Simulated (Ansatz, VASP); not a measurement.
**AlN: VASP beside Ansatz**

```
Al N
1.0
     0.00000    1.99435    1.99435
     1.99435    0.00000    1.99435
     1.99435    1.99435    0.00000
Al N
1 1
Cartesian
  0.0000 0.0000 0.0000
  1.9943 1.9943 1.9943
```

Change from the starting cell: volume scaled by 1.025, PAW files.

Alike in both runs: task electric field gradients; functional PBE; k mesh 10 × 10 × 10; occupations fermi-dirac, width 0.02 eV; no spin polarisation.

|  | VASP | Ansatz |
| --- | --- | --- |
| version | VASP 6.6.1 | Ansatz 0.2.0 |
| potentials or method | VASP PAW PBE potentials, release 64 (Al, N) | PAW with Ansatz's default frozen-core files, scalar-relativistic |
| plane-wave cutoff (eV) | 520 | 420 |
| valence electrons in the cell | 8 | 8 |

Ansatz gave:

| Item | Value |
| --- | --- |
| gap on the k mesh at the Fermi level (eV) | 5.03 |
| pressure (GPa) | 17.3 |

**Question.** Estimate VASP's values.

**Answer.** gap on the k mesh at the Fermi level (eV): 5.01; pressure (GPa): 17.0.
